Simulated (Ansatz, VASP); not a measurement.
Be4Se3: VASP beside Ansatz

```
Be Se
1.0
     4.94611    0.00000    0.00000
     0.00000    4.94611    0.00000
     0.00000    0.00000    4.94611
Be Se
4 3
Cartesian
  3.7993 3.7993 1.1468
  3.7993 1.1468 3.7993
  1.1468 1.1468 1.1468
  1.1468 3.7993 3.7993
  2.4731 0.0000 2.4731
  0.0000 2.4731 2.4731
  2.4731 2.4731 0.0000
```

Change from the starting cell: built by hand: ordered anion-vacancy zincblende (P-43m, No. 215).

Alike in both runs: functional PBE; k mesh 6 × 6 × 6; occupations gaussian, width 0.02 eV; no spin polarisation.

Ansatz relaxed the structure, and its values are those at the end. VASP's run is a single point on that final structure, the one shown.

```csv
,VASP,Ansatz
version,VASP 6.6.1,Ansatz 0.2.0
potentials or method,"VASP PAW PBE potentials, release 64 (Be, Se), cutoff 520 eV","scalar-relativistic, plane waves, PAW"
valence electrons in the cell,26,56
```

```tsv
	VASP	Ansatz	Ansatz less VASP
gap on the k mesh at the Fermi level (eV)	0.96	0.96	+0.002
least direct gap on the mesh (eV)	0.96	0.96	+0.002
pressure (GPa)	0.2	0.0	-0.20
rms of the force components (eV/Å)	0.005	0.003	-0.0029
```

With one functional, cell and mesh, what is left measures potentials, basis and numerics. VASP's potentials hold 26 valence electrons a cell and Ansatz's 56, so a difference there can come from the potentials and not from the codes.
